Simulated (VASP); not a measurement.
Te:

```
Te
1.0
     3.14622    0.00000    0.00000
     0.00000    3.14622    0.00000
     0.00000    0.00000    3.14622
Te
1
Direct
  0.00000 0.00000 0.00000
```

This isn't the form of Te at room conditions, which is trigonal, of chains.

| Property | Result |
| --- | --- |
| Program | VASP 6.6.1 |
| Task | relaxation of cell and atoms |
| Functional | BLYP |
| Potentials or basis | VASP PAW PBE potentials, release 64 (Te) |
| Cutoff | 600 eV |
| k mesh | 10 × 10 × 10 |
| Occupations | fermi-dirac, width 0.1 eV |
| Spin | no spin polarisation |

At the start: pressure 7.7 GPa; volume 31.14 Å³/atom.

Task: Where does the relaxation end?

Result: Over 3 steps the energy falls by 98.8 meV/atom and the volume is 35.84 Å³/atom (+15.1 %); space group Pm-3m (No. 221, to 0.1 Å) before and after.

Step by step:
| step | energy change (eV) | largest force (eV/Å) | pressure (GPa) | volume (Å³) |
| --- | --- | --- | --- | --- |
| 1 | 0.0000 | 0.0000 | 7.67 | 31.14 |
| 2 | -0.0805 | 0.0000 | -2.20 | 38.36 |
| 3 | -0.0988 | 0.0000 | 0.03 | 35.84 |

Final structure:
```xyz
1
Lattice="3.2972 0.0000 0.0000 0.0000 3.2972 0.0000 0.0000 0.0000 3.2972" Properties=species:S:1:pos:R:3 pbc="T T T"
Te    0.0000    0.0000    0.0000
```

Caveat: the volume moved by over 15 % at a fixed basis, so the end points are rough; the PAW data sets were made with another functional, which shifts forces and pressure a little.
